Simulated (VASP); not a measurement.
# AlNi (P4/mmm) in VASP: further runs

Runs on AlNi. Level: PBE. Tasks: single point.

All numbers are computed with VASP 6.6.1; they aren't measurements. Logs are shortened: lines on timing, memory, paths and dates and some standing lists are left out, and cuts for length are marked.

## Step 1: The cell of the first run

Symmetry: P4/mmm, No. 123, tetragonal system. Conventional cell: a = 2.910 Å, b = 2.910 Å, c = 2.881 Å, α = 90.00°, β = 90.00°, γ = 90.00°. Within 3.3 Å of Al (site symmetry 4/mmm) lie 8 Ni at 2.51 Å and 6 Al at 2.88 to 2.91 Å. Within 3.3 Å of Ni (site symmetry 4/mmm) lie 8 Al at 2.51 Å and 6 Ni at 2.88 to 2.91 Å.

## Step 2: Single point, PBE, collinear spin, ferromagnetic start

Input file INCAR:

```
PREC = Accurate
ENCUT = 520
EDIFF = 1E-6
ISMEAR = -1
SIGMA = 0.15
LREAL = F
LASPH = T
NELM = 150
ALGO = Normal
ISIF = 2
LWAVE = F
LCHARG = T
ISPIN = 2
MAGMOM = 0 1
LORBIT = 11
LMAXMIX = 4
GGA = PE
LELF = T
LVHAR = T
NBANDS = 18
```

Input file KPOINTS:

```
regular mesh
0
Gamma
  12 12 12
```

Input file POSCAR:

```
AlNi
1.0
    2.9098100000      0.0000000000      0.0000000000
    0.0000000000      2.9098100000      0.0000000000
    0.0000000000      0.0000000000      2.8810000000
Al Ni
1 1
Direct
    0.0000000000      0.0000000000      0.0000000000
    0.5000000000      0.5000000000      0.5000000000
```

Potentials or basis: VASP PAW PBE potentials, release 64 (Al, Ni).

Run with:

```console
> cat potpaw_PBE.64/Al/POTCAR potpaw_PBE.64/Ni/POTCAR > POTCAR
> mpirun -np 1 vasp_std > vasp.out
```

OUTCAR:

```text
PREC = Accurate
   ENCUT = 520
   EDIFF = 1E-6
   ISMEAR = -1
   LREAL = F
   LASPH = T
   NELM = 150
   ISIF = 2
   ISPIN = 2
   LORBIT = 11
   GGA = PE

 ion  position               nearest neighbor table
   1  0.000  0.000  0.000-   2 2.51   2 2.51   2 2.51   2 2.51   2 2.51   2 2.51   2 2.51   2 2.51

   2  0.500  0.500  0.500-   1 2.51   1 2.51   1 2.51   1 2.51   1 2.51   1 2.51   1 2.51   1 2.51

  LATTYP: Found a simple tetragonal cell.
 ALAT       =     2.9098100000
 C/A-ratio  =     0.9900990099

  Lattice vectors:

 A1 = (   2.9098100000,   0.0000000000,   0.0000000000)
 A2 = (   0.0000000000,   2.9098100000,   0.0000000000)
 A3 = (   0.0000000000,   0.0000000000,   2.8810000000)

Analysis of symmetry for initial positions (statically):
=====================================================================
 Subroutine PRICEL returns:
 Original cell was already a primitive cell.

 Routine SETGRP: Setting up the symmetry group for a
 simple tetragonal supercell.

 Subroutine GETGRP returns: Found 16 space group operations
 (whereof 16 operations were pure point group operations)
 out of a pool of 16 trial point group operations.

The static configuration has the point symmetry D_4h.

Analysis of symmetry for dynamics (positions and initial velocities):
=====================================================================
 Subroutine PRICEL returns:
 Original cell was already a primitive cell.

 Routine SETGRP: Setting up the symmetry group for a
 simple tetragonal supercell.

 Subroutine GETGRP returns: Found 16 space group operations
 (whereof 16 operations were pure point group operations)
 out of a pool of 16 trial point group operations.

The dynamic configuration has the point symmetry D_4h.

Analysis of structural, dynamic, and magnetic symmetry:
=====================================================================
 Subroutine PRICEL returns:
 Original cell was already a primitive cell.

 Routine SETGRP: Setting up the symmetry group for a
 simple tetragonal supercell.

 Subroutine GETGRP returns: Found 16 space group operations
 (whereof 16 operations were pure point group operations)
 out of a pool of 16 trial point group operations.

The overall configuration has the point symmetry D_4h.

 Subroutine INISYM returns: Found 16 space group operations
 (whereof 16 operations are pure point group operations),
 and found     1 'primitive' translations

----------------------------------------------------------------------------------------

                                     Primitive cell

  volume of cell :      24.3934

  direct lattice vectors                    reciprocal lattice vectors
     2.909810000  0.000000000  0.000000000     0.343665050  0.000000000  0.000000000
     0.000000000  2.909810000  0.000000000     0.000000000  0.343665050  0.000000000
     0.000000000  0.000000000  2.881000000     0.000000000  0.000000000  0.347101701

  length of vectors
     2.909810000  2.909810000  2.881000000     0.343665050  0.343665050  0.347101701

  position of ions in fractional coordinates (direct lattice)
     0.000000000  0.000000000  0.000000000
     0.500000000  0.500000000  0.500000000

  ion indices of the primitive-cell ions
   primitive index   ion index
                 1           1
                 2           2

----------------------------------------------------------------------------------------

 KPOINTS: regular mesh

Automatic generation of k-mesh.
 Grid dimensions read from file:
 generate k-points for:   12   12   12

 Generating k-lattice:

  Cartesian coordinates                     Fractional coordinates (reciprocal lattice)
     0.028638754  0.000000000  0.000000000     0.083333333  0.000000000  0.000000000
     0.000000000  0.028638754  0.000000000     0.000000000  0.083333333  0.000000000
     0.000000000  0.000000000  0.028925142     0.000000000  0.000000000  0.083333333

  Length of vectors
     0.028638754  0.028638754  0.028925142

  Shift w.r.t. Gamma in fractional coordinates (k-lattice)
     0.000000000  0.000000000  0.000000000

 Subroutine IBZKPT returns following result:
 ===========================================

 Found    196 irreducible k-points:

 Following reciprocal coordinates:
            Coordinates               Weight
  0.000000  0.000000  0.000000      1.000000
  0.083333  0.000000  0.000000      4.000000
  0.166667  0.000000  0.000000      4.000000
  0.250000  0.000000  0.000000      4.000000
  0.333333  0.000000  0.000000      4.000000
  0.416667  0.000000  0.000000      4.000000
[... 16 lines left out ...]
  0.333333  0.333333  0.000000      4.000000
  0.416667  0.333333  0.000000      8.000000
 [... further k-points ...]
   k-points           NKPTS =    196   k-points in BZ     NKDIM =    196   number of bands    NBANDS=     18
   number of dos      NEDOS =    301   number of ions     NIONS =      2
   total plane-waves  NPLWV =  13824
   dimension x,y,z NGX =    24 NGY =   24 NGZ =   24
   dimension x,y,z NGXF=    48 NGYF=   48 NGZF=   48
   ions per type =               1   1
   NGX,Y,Z   is equivalent  to a cutoff of  13.71, 13.71, 13.85 a.u.
   NGXF,Y,Z  is equivalent  to a cutoff of  27.42, 27.42, 27.70 a.u.
 SYSTEM =  unknown system
   PREC   = accura    normal or accurate (medium, high low for compatibility)
   ISTART =      0    job   : 0-new  1-cont  2-samecut
   ICHARG =      2    charge: 1-file 2-atom 10-const
   ISPIN  =      2    spin polarized calculation?
   LNONCOLLINEAR =      F non collinear calculations
   LSORBIT =      F    spin-orbit coupling
   LASPH  =      T    aspherical Exc in radial PAW
   ENCUT  =  520.0 eV  38.22 Ry    6.18 a.u.   5.41  5.41  5.36*2*pi/ulx,y,z
   NELM   =    150;   NELMIN=  2; NELMDL= -5     # of ELM steps
   EDIFF  = 0.1E-05   stopping-criterion for ELM
   LREAL  =      F    real-space projection
   EDIFFG = 0.1E-04   stopping-criterion for IOM
   NSW    =      0    number of steps for IOM
   IBRION =     -1    ionic relax: 0-MD 1-quasi-New 2-CG
   NFREE  =      0    steps in history (QN), initial steepest desc. (CG)
   ISIF   =      2    stress and relaxation
   ISYM   =      2    0-nonsym 1-usesym 2-fastsym
   POTIM  = 0.5000    time-step for ionic-motion
   TEBEG  =    0.0;   TEEND  =   0.0 temperature during run
   PSTRESS=    0.0 pullay stress
   NELECT =      13.0000    total number of electrons
   NUPDOWN=      -1.0000    fix difference up-down
   EMIN   =  10.00;   EMAX   =-10.00  energy-range for DOS
   EFERMI =   0.00;   METHOD = LEGACY
   ISMEAR =    -1;   SIGMA  =   0.15  broadening in eV -4-tet -1-fermi 0-gaus
   EFERMI_NEDOS =   21; number of points for ismear=-14 and -15
   IALGO  =     38    algorithm
   IMIX   =      4    mixing-type and parameters
     AMIX     =   0.40;   BMIX     =  1.00
     AMIX_MAG =   1.60;   BMIX_MAG =  1.00
  volume/ion in A,a.u.               =      12.20        82.31
  Fermi-wavevector in a.u.,A,eV,Ry     =   1.327288  2.508210 23.969288  1.761693
  Thomas-Fermi vector in A             =   2.456611
   LORBIT       =     11    0 simple, 1 ext, 2 COOP (PROOUT), +10 PAW based schemes
   GGA     = PE    functional components
   LHFCALC =     F    Hartree Fock is set to
   AEXX    =    0.0000 exact exchange contribution
   IVDW    =     0    specifies the selected vdW correction
   LEPSILON=     F    determine dielectric tensor
   LRPA    =     F    only Hartree local field effects (RPA)
 spin polarized calculation
  energy-cutoff  :      520.00
  volume of cell :       24.39
 maximum number of plane-waves:       672
 NGX is ok and might be reduce to    24
   NGX = 11   NGY = 11   NGZ = 11

 number of electron      13.0000010 magnetization      -0.0004009

 number of electron      13.0000010 magnetization       0.0003219

 Free energy of the ion-electron system (eV)
  ---------------------------------------------------
  ext. energy  EPLUGINS =         0.00000000
  ---------------------------------------------------
  free energy    TOTEN  =       -10.56879665 eV

  energy without entropy =      -10.50268357  energy(sigma->0) =      -10.53574011

 E-fermi :   9.7889     XC(G=0): -11.9537

 val. band max:        9.7745100702   @ k =   0.0833   0.0833   0.3333
 cond. band min:       9.7983089705   @ k =   0.5000   0.4167   0.3333
 fundamental gap:      0.0237989004
 Fermi energy:         9.7889274368

 spin component 1

 k-point     1 :       0.0000    0.0000    0.0000
  band No.  band energies     occupation
      1      -1.2275      1.00000
      2       6.6178      1.00000
      3       6.6242      1.00000
      4       8.2329      0.99997
      5       8.2585      0.99996
      6       8.2585      0.99996
[... 10 lines left out ...]
     17      32.8146      0.00000
     18      33.0529      0.00000
[... 463 lines left out ...]
 k-point    24 :       0.4167    0.3333    0.0000
  band No.  band energies     occupation
      1       3.3560      1.00000
      2       5.4811      1.00000
      3       6.9354      1.00000
      4       7.3955      1.00000
      5       7.7564      1.00000
      6       7.8890      1.00000
[... 10 lines left out ...]
     17      31.2017      0.00000
     18      34.0407      0.00000

 [... further k-points ...]

 spin component 2

 k-point     1 :       0.0000    0.0000    0.0000
  band No.  band energies     occupation
      1      -1.2276      1.00000
      2       6.6179      1.00000
      3       6.6244      1.00000
      4       8.2330      0.99997
      5       8.2586      0.99996
      6       8.2586      0.99996
[... 10 lines left out ...]
     17      32.8145      0.00000
     18      33.0529      0.00000
[... 463 lines left out ...]
 k-point    24 :       0.4167    0.3333    0.0000
  band No.  band energies     occupation
      1       3.3559      1.00000
      2       5.4811      1.00000
      3       6.9354      1.00000
      4       7.3957      1.00000
      5       7.7565      1.00000
      6       7.8891      1.00000
[... 10 lines left out ...]
     17      31.2017      0.00000
     18      34.0407      0.00000

 [... further k-points ...]

------------------------ aborting loop because EDIFF is reached ----------------------------------------

  FORCE on cell =-STRESS in cart. coord.  units (eV):
  Direction    XX          YY          ZZ          XY          YZ          ZX
  --------------------------------------------------------------------------------------
  -------------------------------------------------------------------------------------
  Total       -0.1720733     -0.1720733     -0.0778884      0.0000000      0.0000000      0.0000000
  in kB      -11.3018993    -11.3018993     -5.1157692      0.0000000      0.0000000      0.0000000
  external PRESSURE =      -9.2398559 kB  Pullay stress =       0.0000000 kB

 VOLUME and BASIS-vectors are now :
 -----------------------------------------------------------------------------
  energy-cutoff  :      520.00
  volume of cell :       24.39
      direct lattice vectors                 reciprocal lattice vectors
     2.909810000  0.000000000  0.000000000     0.343665050  0.000000000  0.000000000
     0.000000000  2.909810000  0.000000000     0.000000000  0.343665050  0.000000000
     0.000000000  0.000000000  2.881000000     0.000000000  0.000000000  0.347101701

 POSITION                                       TOTAL-FORCE (eV/Angst)
 -----------------------------------------------------------------------------------
      0.00000      0.00000      0.00000         0.000000      0.000000      0.000000
      1.45490      1.45490      1.44050         0.000000      0.000000      0.000000
 -----------------------------------------------------------------------------------
    total drift:                                0.000000      0.000000     -0.000000

  FREE ENERGIE OF THE ION-ELECTRON SYSTEM (eV)
  ---------------------------------------------------
  free  energy   TOTEN  =       -10.5687966479 eV

  energy  without entropy=      -10.5026835685  energy(sigma->0) =      -10.53574011

 total charge

# of ion       s       p       d       tot
------------------------------------------
    1        0.383   0.406   0.000   0.788
    2        0.467   0.500   8.462   9.429
--------------------------------------------------
tot          0.850   0.906   8.462  10.217

 magnetization (x)

# of ion       s       p       d       tot
------------------------------------------
    1        0.000   0.000   0.000   0.000
    2       -0.000  -0.000   0.000   0.000
--------------------------------------------------
tot          0.000   0.000   0.000   0.000
```

Run time: 59 s. Hardware: 1 thread of Intel Xeon 6975P-C (Granite Rapids), shared host; peak memory 0.24 GiB.

What came out:

* Free energy: -10.5688 eV
* Pressure: -0.9 GPa
* Net moment: 0.00 μB per cell
* Valence electrons inside the program's atomic spheres: Al 0.79; Ni 9.43

## Step 3: Single point, PBE, collinear spin, ferromagnetic start

This run uses another cell than the first one, of 12.44 Å³/atom.

Input file INCAR:

```
PREC = Accurate
ENCUT = 520
EDIFF = 1E-7
ISMEAR = -1
SIGMA = 0.15
LREAL = False
LASPH = True
NELM = 150
ALGO = Normal
ISIF = 2
LWAVE = False
LCHARG = False
ISPIN = 2
MAGMOM = 0 1
LORBIT = 11
LMAXMIX = 4
GGA = PE
NBANDS = 18
```

Input file KPOINTS:

```
Automatic mesh
0
Gamma
  12 12 12
```

Input file POSCAR:

```
AlNi
1.0
    2.9386200000      0.0000000000      0.0000000000
    0.0000000000      2.9386200000      0.0000000000
    0.0000000000      0.0000000000      2.8810000000
Al Ni
1 1
Direct
    0.0000000000      0.0000000000      0.0000000000
    0.5000000000      0.5000000000      0.5000000000
```

Potentials or basis: VASP PAW PBE potentials, release 64 (Al, Ni).

Run with:

```console
> cat potpaw_PBE.64/Al/POTCAR potpaw_PBE.64/Ni/POTCAR > POTCAR
> mpirun -np 1 vasp_std > vasp.out
```

Run time: 61 s. Hardware: 1 thread of Intel Xeon 6975P-C (Granite Rapids), shared host; peak memory 0.24 GiB.

The run converged. Its results:

```
Free energy                                           : -10.5606 eV
Pressure                                              : -3.8 GPa
Net moment                                            : 0.00 μB per cell
Valence electrons inside the program's atomic spheres : Al 0.78; Ni 9.40
```

Stress tensor (GPa, compression positive):
```
-4.23  0.00  0.00
 0.00 -4.23  0.00
 0.00  0.00 -3.02
```

Levels at points of the mesh, in eV from the Fermi level:
Spin up:
```
           k point  band 5  band 6  band 7  band 8  band 9  band 10
(0.00, 0.00, 0.00)   -1.48   -1.48    5.08    5.08    5.78     7.89
(0.50, 0.00, 0.00)   -2.10   -1.41   -0.71    8.20    9.56    10.22
(0.50, 0.50, 0.00)   -1.95   -1.95   -1.03    1.26    2.14    12.14
(0.00, 0.00, 0.50)   -2.20   -1.44   -0.57    8.21    9.64     9.64
(0.50, 0.00, 0.50)   -2.03   -2.01   -0.99    1.45    2.30    11.67
(0.50, 0.50, 0.50)   -0.95    2.00    2.00    2.04    3.33     4.11
```
Spin down:
```
           k point  band 5  band 6  band 7  band 8  band 9  band 10
(0.00, 0.00, 0.00)   -1.48   -1.48    5.08    5.08    5.78     7.89
(0.50, 0.00, 0.00)   -2.10   -1.41   -0.71    8.20    9.56    10.22
(0.50, 0.50, 0.00)   -1.95   -1.95   -1.03    1.26    2.14    12.14
(0.00, 0.00, 0.50)   -2.20   -1.44   -0.57    8.21    9.64     9.64
(0.50, 0.00, 0.50)   -2.03   -2.01   -0.99    1.45    2.31    11.67
(0.50, 0.50, 0.50)   -0.95    2.00    2.00    2.04    3.33     4.11
```

Caveat: the cell stands under tension.
